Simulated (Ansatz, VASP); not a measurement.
# One calculation of TlZn2, two programs

```xyz
3
Lattice="3.4104 0.0000 0.0000 -1.7052 2.9535 0.0000 0.0000 0.0000 6.4134" Properties=species:S:1:pos:R:3 pbc="T T T"
Zn    0.0000    1.9690    5.5429
Zn    1.7052    0.9845    0.8705
Tl    0.0000    0.0000    3.2067
```

Alike in both runs: functional PBE; k mesh 18 × 18 × 8; occupations gaussian, width 0.1 eV; no spin polarisation.

Ansatz relaxed the structure, and its values are those at the end. VASP's run is a single point on that final structure, the one shown.

|  | VASP | Ansatz |
| --- | --- | --- |
| version | VASP 6.6.1 | Ansatz 0.2.0 |
| potentials or method | VASP PAW PBE potentials, release 64 (Zn, Tl_d), cutoff 520 eV | scalar-relativistic, plane waves, PAW |
| valence electrons in the cell | 37 | 37 |

```csv
,VASP,Ansatz,Ansatz less VASP
gap on the k mesh at the Fermi level (eV),none,none,-
pressure (GPa),0.1,0.0,-0.09
```

A gap of «none» marks a metal or a gap that the smearing closes.

Neither program's run includes spin-orbit coupling.
